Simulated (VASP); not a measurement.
# In (I4/mmm) in VASP: further runs

The runs below take In through single point, with PBEsol.

All numbers are computed with VASP 6.6.1; they aren't measurements. Logs are shortened: lines on timing, memory, paths and dates and some standing lists are left out, and cuts for length are marked.

## Step 1: The cell of the first run

Symmetry: I4/mmm, No. 139, tetragonal system. Conventional cell: a = 3.301 Å, b = 3.301 Å, c = 4.874 Å, α = 90.00°, β = 90.00°, γ = 90.00°. Within 4.3 Å of In (site symmetry 4/mmm) lie 12 In at 3.30 to 3.37 Å.

## Step 2: Single point, PBEsol (strain +0.015 along x and y, -0.015 along z)

INCAR

```
SYSTEM = In
PREC = Accurate
ENCUT = 520
EDIFF = 1E-6
ISMEAR = 0
SIGMA = 0.15
LREAL = .FALSE.
LASPH = .TRUE.
NELM = 100
ALGO = Fast
ISIF = 2
LWAVE = .FALSE.
LCHARG = .FALSE.
GGA = PS
NBANDS = 12
```

KPOINTS

```
regular mesh
0
G
  20 20 20
  0 0 0
```

POSCAR

```
In
1.0
   -1.6505422500      1.6505422500      2.4368407500
    1.6505422500     -1.6505422500      2.4368407500
    1.6505422500      1.6505422500     -2.4368407500
In
1
Direct
    0.0000000000      0.0000000000      0.0000000000
```

Potentials or basis: VASP PAW PBE potentials, release 64 (In_d).

Started as:

```
cat potpaw_PBE.64/In_d/POTCAR > POTCAR
mpirun -np 1 vasp_std > vasp.out
```

OUTCAR:

```text
SYSTEM = In
   PREC = Accurate
   ENCUT = 520
   EDIFF = 1E-6
   ISMEAR = 0
   LREAL = .FALSE.
   LASPH = .TRUE.
   NELM = 100
   ISIF = 2
   GGA = PS

 ion  position               nearest neighbor table
   1  0.000  0.000  0.000-

  LATTYP: Found a body centered tetragonal cell.
 ALAT       =     3.3010845000
 C/A-ratio  =     1.4763879870

  Lattice vectors:

 A1 = (  -1.6505422500,   1.6505422500,   2.4368407500)
 A2 = (   1.6505422500,  -1.6505422500,   2.4368407500)
 A3 = (   1.6505422500,   1.6505422500,  -2.4368407500)

Analysis of symmetry for initial positions (statically):
=====================================================================
 Subroutine PRICEL returns:
 Original cell was already a primitive cell.

 Routine SETGRP: Setting up the symmetry group for a
 body centered tetragonal supercell.

 Subroutine GETGRP returns: Found 16 space group operations
 (whereof 16 operations were pure point group operations)
 out of a pool of 16 trial point group operations.

The static configuration has the point symmetry D_4h.

Analysis of symmetry for dynamics (positions and initial velocities):
=====================================================================
 Subroutine PRICEL returns:
 Original cell was already a primitive cell.

 Routine SETGRP: Setting up the symmetry group for a
 body centered tetragonal supercell.

 Subroutine GETGRP returns: Found 16 space group operations
 (whereof 16 operations were pure point group operations)
 out of a pool of 16 trial point group operations.

The dynamic configuration has the point symmetry D_4h.

 Subroutine INISYM returns: Found 16 space group operations
 (whereof 16 operations are pure point group operations),
 and found     1 'primitive' translations

----------------------------------------------------------------------------------------

                                     Primitive cell

  volume of cell :      26.5546

  direct lattice vectors                    reciprocal lattice vectors
    -1.650542250  1.650542250  2.436840750     0.000000000  0.302930749  0.205183699
     1.650542250 -1.650542250  2.436840750     0.302930749  0.000000000  0.205183699
     1.650542250  1.650542250 -2.436840750     0.302930749  0.302930749  0.000000000

  length of vectors
     3.374429178  3.374429178  3.374429178     0.365878927  0.365878927  0.428408774

  position of ions in fractional coordinates (direct lattice)
     0.000000000  0.000000000  0.000000000

  ion indices of the primitive-cell ions
   primitive index   ion index
                 1           1

----------------------------------------------------------------------------------------

 KPOINTS: regular mesh

Automatic generation of k-mesh.
 Grid dimensions read from file:
 generate k-points for:   20   20   20

 Generating k-lattice:

  Cartesian coordinates                     Fractional coordinates (reciprocal lattice)
     0.000000000  0.015146537  0.010259185     0.050000000 -0.000000000  0.000000000
     0.015146537  0.000000000  0.010259185    -0.000000000  0.050000000  0.000000000
     0.015146537  0.015146537  0.000000000     0.000000000  0.000000000  0.050000000

  Length of vectors
     0.018293946  0.018293946  0.021420439

  Shift w.r.t. Gamma in fractional coordinates (k-lattice)
     0.000000000  0.000000000  0.000000000

 Subroutine IBZKPT returns following result:
 ===========================================

 Found    641 irreducible k-points:

 Following reciprocal coordinates:
            Coordinates               Weight
  0.000000  0.000000  0.000000      1.000000
  0.050000  0.000000  0.000000      8.000000
  0.100000  0.000000 -0.000000      8.000000
  0.150000 -0.000000  0.000000      8.000000
  0.200000  0.000000 -0.000000      8.000000
  0.250000  0.000000  0.000000      8.000000
[... 16 lines left out ...]
 -0.400000  0.050000  0.000000     16.000000
 -0.350000  0.050000  0.000000     16.000000
 [... further k-points ...]
   k-points           NKPTS =    641   k-points in BZ     NKDIM =    641   number of bands    NBANDS=     12
   number of dos      NEDOS =    301   number of ions     NIONS =      1
   total plane-waves  NPLWV =  21952
   dimension x,y,z NGX =    28 NGY =   28 NGZ =   28
   dimension x,y,z NGXF=    56 NGYF=   56 NGZF=   56
   ions per type =               1
   NGX,Y,Z   is equivalent  to a cutoff of  13.79, 13.79, 13.79 a.u.
   NGXF,Y,Z  is equivalent  to a cutoff of  27.59, 27.59, 27.59 a.u.
 SYSTEM =  In
   PREC   = accura    normal or accurate (medium, high low for compatibility)
   ISTART =      0    job   : 0-new  1-cont  2-samecut
   ICHARG =      2    charge: 1-file 2-atom 10-const
   ISPIN  =      1    spin polarized calculation?
   LNONCOLLINEAR =      F non collinear calculations
   LSORBIT =      F    spin-orbit coupling
   LASPH  =      T    aspherical Exc in radial PAW
   ENCUT  =  520.0 eV  38.22 Ry    6.18 a.u.   6.27  6.27  6.27*2*pi/ulx,y,z
   NELM   =    100;   NELMIN=  2; NELMDL= -5     # of ELM steps
   EDIFF  = 0.1E-05   stopping-criterion for ELM
   LREAL  =      F    real-space projection
[... 7 lines left out ...]
   TEBEG  =    0.0;   TEEND  =   0.0 temperature during run
   PSTRESS=    0.0 pullay stress
   NELECT =      13.0000    total number of electrons
   NUPDOWN=      -1.0000    fix difference up-down
   EMIN   =  10.00;   EMAX   =-10.00  energy-range for DOS
   EFERMI =   0.00;   METHOD = LEGACY
   ISMEAR =     0;   SIGMA  =   0.15  broadening in eV -4-tet -1-fermi 0-gaus
   EFERMI_NEDOS =   21; number of points for ismear=-14 and -15
   IALGO  =     68    algorithm
   IMIX   =      4    mixing-type and parameters
     AMIX     =   0.40;   BMIX     =  1.00
     AMIX_MAG =   1.60;   BMIX_MAG =  1.00
  volume/ion in A,a.u.               =      26.55       179.20
  Fermi-wavevector in a.u.,A,eV,Ry     =   1.290256  2.438230 22.650434  1.664760
  Thomas-Fermi vector in A             =   2.422098
   LORBIT       =      0    0 simple, 1 ext, 2 COOP (PROOUT), +10 PAW based schemes
   GGA     = PS    functional components
   LHFCALC =     F    Hartree Fock is set to
   AEXX    =    0.0000 exact exchange contribution
   IVDW    =     0    specifies the selected vdW correction
   LEPSILON=     F    determine dielectric tensor
   LRPA    =     F    only Hartree local field effects (RPA)
 non-spin polarized calculation
 RMM-DIIS sequential band-by-band and
 Gauss-broadening in eV      SIGMA  =   0.15
  energy-cutoff  :      520.00
  volume of cell :       26.55
 maximum number of plane-waves:       734
 NGX is ok and might be reduce to    28
   NGX = 13   NGY = 13   NGZ = 13

 number of electron      13.0000000 magnetization

 Free energy of the ion-electron system (eV)
  ---------------------------------------------------
  ext. energy  EPLUGINS =         0.00000000
  ---------------------------------------------------
  free energy    TOTEN  =        -2.98213410 eV

  energy without entropy =       -2.97707022  energy(sigma->0) =       -2.97960216

 E-fermi :   7.1805     XC(G=0): -10.3346

 val. band max:        7.1727373439   @ k =   0.2500   0.1500   0.1500
 cond. band min:       7.1852247134   @ k =   0.3500   0.2500   0.2000
 fundamental gap:      0.0124873695
 Fermi energy:         7.1804716621

 k-point     1 :       0.0000    0.0000    0.0000
  band No.  band energies     occupation
      1      -7.3789      2.00000
      2      -7.3201      2.00000
      3      -7.3201      2.00000
      4      -7.2031      2.00000
      5      -7.1451      2.00000
      6      -2.2742      2.00000
      7      17.5758      0.00000
      8      17.5758      0.00000
      9      17.6812      0.00000
     10      18.7029      0.00000
     11      21.0820      0.00000
     12      21.0960      0.00000

 k-point     2 :       0.0500    0.0000    0.0000
  band No.  band energies     occupation
      1      -7.3755      2.00000
      2      -7.3196      2.00000
      3      -7.3160      2.00000
      4      -7.2030      2.00000
      5      -7.1463      2.00000
      6      -2.2202      2.00000
      7      16.8562      0.00000
      8      17.4928      0.00000
      9      17.5249      0.00000
     10      18.5577      0.00000
     11      21.2289      0.00000
     12      21.2563      0.00000

 k-point     3 :       0.1000    0.0000   -0.0000
  band No.  band energies     occupation
      1      -7.3675      2.00000
      2      -7.3182      2.00000
      3      -7.3048      2.00000
      4      -7.2015      2.00000
      5      -7.1489      2.00000
      6      -2.0574      2.00000
      7      15.3027      0.00000
      8      17.2090      0.00000
      9      17.2822      0.00000
     10      18.4722      0.00000
     11      21.6849      0.00000
     12      21.6894      0.00000
[... 286 lines left out ...]
 k-point    23 :      -0.4000    0.0500    0.0000
  band No.  band energies     occupation
      1      -7.3891      2.00000
      2      -7.3388      2.00000
      3      -7.2959      2.00000
      4      -7.0766      2.00000
      5      -7.0378      2.00000
      6       1.0477      2.00000
      7       6.3441      2.00000
      8      14.8064      0.00000
      9      15.8065      0.00000
     10      17.8073      0.00000
     11      19.7780      0.00000
     12      20.5749      0.00000

 k-point    24 :      -0.3500    0.0500    0.0000
  band No.  band energies     occupation
      1      -7.3797      2.00000
      2      -7.3300      2.00000
      3      -7.2866      2.00000
      4      -7.1053      2.00000
      5      -7.0660      2.00000
      6       0.2488      2.00000
      7       7.7417      0.00000
      8      14.9463      0.00000
      9      16.0301      0.00000
     10      18.0797      0.00000
     11      20.1375      0.00000
     12      20.5141      0.00000

 [... further k-points ...]
[... 5 lines left out ...]
  --------------------------------------------------------------------------------------
  -------------------------------------------------------------------------------------
  Total       -0.2551876     -0.2551876     -0.2447106      0.0000000      0.0000000      0.0000000
  in kB      -15.3967746    -15.3967746    -14.7646430      0.0000000      0.0000000      0.0000000
  external PRESSURE =     -15.1860641 kB  Pullay stress =       0.0000000 kB

 VOLUME and BASIS-vectors are now :
 -----------------------------------------------------------------------------
  energy-cutoff  :      520.00
  volume of cell :       26.55
      direct lattice vectors                 reciprocal lattice vectors
    -1.650542250  1.650542250  2.436840750     0.000000000  0.302930749  0.205183699
     1.650542250 -1.650542250  2.436840750     0.302930749  0.000000000  0.205183699
     1.650542250  1.650542250 -2.436840750     0.302930749  0.302930749  0.000000000

 POSITION                                       TOTAL-FORCE (eV/Angst)
 -----------------------------------------------------------------------------------
      0.00000      0.00000      0.00000        -0.000000     -0.000000      0.000000
 -----------------------------------------------------------------------------------
    total drift:                               -0.000000     -0.000000     -0.000000

  FREE ENERGIE OF THE ION-ELECTRON SYSTEM (eV)
  ---------------------------------------------------
  free  energy   TOTEN  =        -2.9821340965 eV

  energy  without entropy=       -2.9770702185  energy(sigma->0) =       -2.97960216
```

It took 1.9 min on 1 thread of Intel Xeon 6975P-C (Granite Rapids), shared host; peak memory 0.3 GiB.

What came out:

| Property | Result |
| --- | --- |
| Free energy | -2.9821 eV |
| Pressure | -1.5 GPa |

Levels at points of the mesh, in eV from the Fermi level:
```
           k point  band 4  band 5  band 6  band 7  band 8  band 9
(0.00, 0.00, 0.00)  -14.38  -14.33   -9.45   10.40   10.40   10.50
(0.50, 0.00, 0.00)  -14.21  -14.19   -4.32   -3.32    7.82    8.72
(0.50, 0.50, 0.00)  -14.18  -14.14   -2.03   -1.88    3.69    3.93
(0.50, 0.50, 0.50)  -14.17  -14.17   -2.62   -2.45    4.39    4.39
```

Caveat: the cell differs from its parent crystal (strain +0.015 along x and y, -0.015 along z); the PAW data sets were made with another functional, which shifts forces and pressure a little; spin-orbit coupling is left out, which moves the levels of the heavy elements.

[end of part 1 of 2]
